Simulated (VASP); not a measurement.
Set up this calculation in VASP 6.6.1, as the native input.

| Quantity | Value |
| --- | --- |
| Task | relaxation of cell and atoms |
| Functional | PBE |
| Potentials or basis | VASP PAW PBE potentials, release 64 (Ca_sv, Pb_d) |
| Cutoff | 600 eV |
| k mesh | 6 × 6 × 6 |
| Occupations | gaussian, width 0.1 eV |
| Spin | no spin polarisation |
| Dipole correction | no |
| Further INCAR settings | ALGO = Normal; EDIFF = 1e-07; IBRION = 2; EDIFFG = -0.04; NSW = 90; ISIF = 3 |

The structure of CaPb2 lies in POSCAR:

```
CaPb2
1.0
    2.0715827172      1.1960288394      6.2567097435
   -2.0715827172      1.1960288394      6.2567097435
    0.0000000000     -2.3920576788      6.2567097435
Ca Pb
1 2
Direct
    0.0000000000      0.0000000000      0.0000000000
    0.7500000000      0.7500000000      0.7500000000
    0.2500000000      0.2500000000      0.2500000000
```

These files were run (other wordings do the same):

INCAR

```
PREC = Accurate
ENCUT = 600
EDIFF = 1E-7
ISMEAR = 0
SIGMA = 0.1
LREAL = False
LASPH = True
NELM = 100
ALGO = Normal
ISIF = 3
LWAVE = False
LCHARG = False
GGA = PE
IBRION = 2
NSW = 90
EDIFFG = -0.04
```

KPOINTS

```
Automatic mesh
0
Gamma
  6 6 6
```

Potentials or basis: VASP PAW PBE potentials, release 64 (Ca_sv, Pb_d).

The run is started by

```console
$ cat potpaw_PBE.64/Ca_sv/POTCAR potpaw_PBE.64/Pb_d/POTCAR > POTCAR
$ mpirun -np 1 vasp_std > vasp.out
```

It gave:

- Relaxed volume: 34.89 Å³/atom
- Relaxed cell: a = 6.027 Å, b = 6.027 Å, c = 6.027 Å, α = 46.36°, β = 46.36°, γ = 46.36°
- Space group after relaxing (to 0.1 Å): R-3m (No. 166)
- Energy gained by relaxing: 910.2 meV/atom
- Ionic steps: 18
- Pressure after relaxing: 0.1 GPa
- Largest force after relaxing: 0.012 eV/Å
- Band gap on the k mesh: zero (bands 19 and 20 overlap by 0.11 eV)

Caveat: spin-orbit coupling is left out, which moves the levels of the heavy elements.

Run time: 30 min on 1 thread of Intel(R) Xeon(R) 6975P-C (Granite Rapids), on a shared host, peak memory 0.5 GiB.
